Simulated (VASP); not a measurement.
A run of VASP 6.6.1 is set up as follows.

File INCAR:

```
SYSTEM = B2P
  PREC = Accurate
  ENCUT = 520
  EDIFF = 1E-7
  ISMEAR = 0
  SIGMA = 0.1
  LREAL = .FALSE.
  LASPH = .TRUE.
  NELM = 100
  ALGO = Normal
  ISIF = 2
  LWAVE = .FALSE.
  LCHARG = .TRUE.
  GGA = PE
  LELF = .TRUE.
  LVHAR = .TRUE.
  NBANDS = 34
```

KPOINTS

```
Automatic mesh
0
G
  6 6 6
  0 0 0
```

POSCAR

```
B2P
1.0
   -2.1168688100      2.1168688100      5.7736498100
    2.1168688100     -2.1168688100      5.7736498100
    2.1168688100      2.1168688100     -5.7736498100
B P
8 4
Direct
    0.7871120400      0.7871120400      0.5742240800
    0.2128879600      0.2128879600      0.4257759200
    0.5371120400      0.4628879600      0.5000000000
    0.9628879600      0.0371120400      0.5000000000
    0.9628879600      0.4628879600      0.9257759200
    0.5371120400      0.0371120400      0.0742240800
    0.2128879600      0.7871120400      0.0000000000
    0.7871120400      0.2128879600      0.0000000000
    0.3750000000      0.6250000000      0.7500000000
    0.8750000000      0.6250000000      0.2500000000
    0.3750000000      0.1250000000      0.7500000000
    0.3750000000      0.6250000000      0.2500000000
```

Potentials or basis: VASP PAW PBE potentials, release 64 (B, P).

The run is started by

```bash
$ cat potpaw_PBE.64/B/POTCAR potpaw_PBE.64/P/POTCAR > POTCAR
$ mpirun -np 1 vasp_std > vasp.out
```

Task: What does it give for the largest force?

Result: 2.481 eV/Å.

Task: What does it give for the band gap on the k mesh?

Result: Zero (band 22 reaches 9.08 eV, above the bottom of band 23 at 8.40 eV).

Task: Predict the pressure.

Result: 42.9 GPa.

Forces in eV/Å, atoms in the order of the input:
```
B    1.754  1.754  0.000
B   -1.754 -1.754  0.000
B   -1.754  1.754  0.000
B    1.754 -1.754  0.000
B   -1.754 -1.754  0.000
B    1.754  1.754  0.000
B    1.754 -1.754  0.000
B   -1.754  1.754  0.000
P    0.000  0.000  0.000
P    0.000  0.000  0.000
P    0.000  0.000  0.000
P    0.000  0.000  0.000
```

Caveat: forces of over 1 eV/Å act on the atoms, so gaps and moduli don't describe the material at rest.
